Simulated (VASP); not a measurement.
Set up this calculation in VASP 6.6.1, as the native input.

| Property | Result |
| --- | --- |
| Task | single point |
| Functional | LDA |
| Potentials or basis | VASP PAW LDA potentials, release 64 (Ti_sv, O) |
| Cutoff | 520 eV |
| k mesh | 6 × 6 × 4 |
| Occupations | gaussian, width 0.01 eV |
| Spin | no spin polarisation |
| Dipole correction | no |
| Further INCAR settings | ALGO = Normal; EDIFF = 1e-07; NBANDS = 33 |

The structure of TiO2 lies in POSCAR:

```
TiO2
1.0
    2.6694614897     -2.6700740968      0.0000000000
    2.6694614897      2.6700740968      0.0000000000
   -2.5979383801      0.0000000000      4.7318096342
Ti O
2 4
Direct
    0.1341100000      0.8658900000      0.2500000000
    0.8658900000      0.1341100000      0.7500000000
    0.3312210000      0.0887550000      0.6671490000
    0.6687790000      0.9112450000      0.3328510000
    0.9112450000      0.6687790000      0.8328510000
    0.0887550000      0.3312210000      0.1671490000
```

One way to write it, as run:

INCAR

```
SYSTEM = TiO2
PREC = Accurate
ENCUT = 520
EDIFF = 1E-7
ISMEAR = 0
SIGMA = 0.01
LREAL = .FALSE.
LASPH = .TRUE.
NELM = 60
ALGO = Normal
ISIF = 2
LWAVE = .FALSE.
LCHARG = .TRUE.
LELF = .TRUE.
LVHAR = .TRUE.
NBANDS = 33
```

KPOINTS

```
regular mesh
0
G
  6 6 4
  0 0 0
```

Potentials or basis: VASP PAW LDA potentials, release 64 (Ti_sv, O).

Run with:

```sh
$ cat potpaw_LDA.64/Ti_sv/POTCAR potpaw_LDA.64/O/POTCAR > POTCAR
$ mpirun -np 1 vasp_std > vasp.out
```

Results of the run:

```
Pressure               : -3.6 GPa
Largest force          : 0.117 eV/Å
Band gap on the k mesh : 2.03 eV, indirect (least direct gap 2.37 eV)
```

Run time: 44 s on 1 thread of Intel(R) Xeon(R) 6975P-C (Granite Rapids), on a shared host, peak memory 0.2 GiB.
